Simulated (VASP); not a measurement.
Runs of VASP 6.6.1 on H. The structure is that of space group P4/mmm (No. 123), or close to it. The cells are those of the table. 

| cell | gap on the mesh (eV) | pressure (GPa) |
| --- | --- | --- |
| a = 2.544, b = 2.544, c = 0.902 Å, 1 atom | none | 13.9 |
| a = 2.862, b = 2.862, c = 0.902 Å, 1 atom | none | 10.3 |
| a = 2.756, b = 2.756, c = 0.902 Å, 1 atom | none | (d) |
| a = 2.756, b = 2.756, c = 0.980 Å, 1 atom | none | (a) |
| a = 2.756, b = 2.756, c = 1.059 Å, 1 atom | none | -5.2 |
| a = 2.544, b = 2.544, c = 0.980 Å, 1 atom | none | 2.1 |
| a = 2.438, b = 2.438, c = 0.941 Å, 1 atom | none | (b) |
| a = 2.862, b = 2.862, c = 0.980 Å, 1 atom | none | (c) |
| a = 2.650, b = 2.650, c = 0.941 Å, 1 atom | none | 6.4 |
| a = 2.438, b = 2.438, c = 0.980 Å, 1 atom | none | 2.4 |
| a = 2.650, b = 2.650, c = 1.059 Å, 1 atom | none | -5.5 |
| a = 2.862, b = 2.862, c = 1.059 Å, 1 atom | none | -5.0 |

Alike in all rows: task single point; level PBEsol; potentials or basis VASP PAW PBE potentials, release 64 (H); no spin polarisation; k mesh 10 × 10 × 26; cutoff (eV) 520; smearing gaussian 0.05 eV.

Fill in the values left out.

(a) 1.2; (b) 8.4; (c) 1.0; (d) 11.3.

Caveats: the PAW data sets were made with another functional, which shifts forces and pressure a little.

A gap of «none» marks levels without a gap at the run's occupations.
